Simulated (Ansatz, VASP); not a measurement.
**SrO: VASP beside Ansatz**

```
Sr O
1.0
     4.27002    0.00000    0.00000
    -2.13501    3.69795    0.00000
     0.00000    0.00000    5.14447
Sr O
2 2
Direct
  0.33333 0.66667 0.93750
  0.66667 0.33333 0.43750
  0.33333 0.66667 0.43750
  0.66667 0.33333 0.93750
```

Alike in both runs: task single point; functional PBE; k mesh 12 × 12 × 6; no spin polarisation.

|  | VASP | Ansatz |
| --- | --- | --- |
| version | VASP 6.6.1 | Ansatz 0.2.0 |
| potentials or method | VASP PAW PBE potentials, release 64 (Sr_sv, O) | plane waves, PAW |
| plane-wave cutoff (eV) | 520 | 420 |
| occupations | gaussian, width 0.01 eV | fixed |
| valence electrons in the cell | 32 | 32 |

```csv
,VASP,Ansatz,Ansatz less VASP
gap on the k mesh at the Fermi level (eV),2.64,2.66,+0.019
pressure (GPa),1.7,1.2,-0.47
"traceless stress, the component that is largest in VASP (GPa)",0.30,0.28,-0.015
```
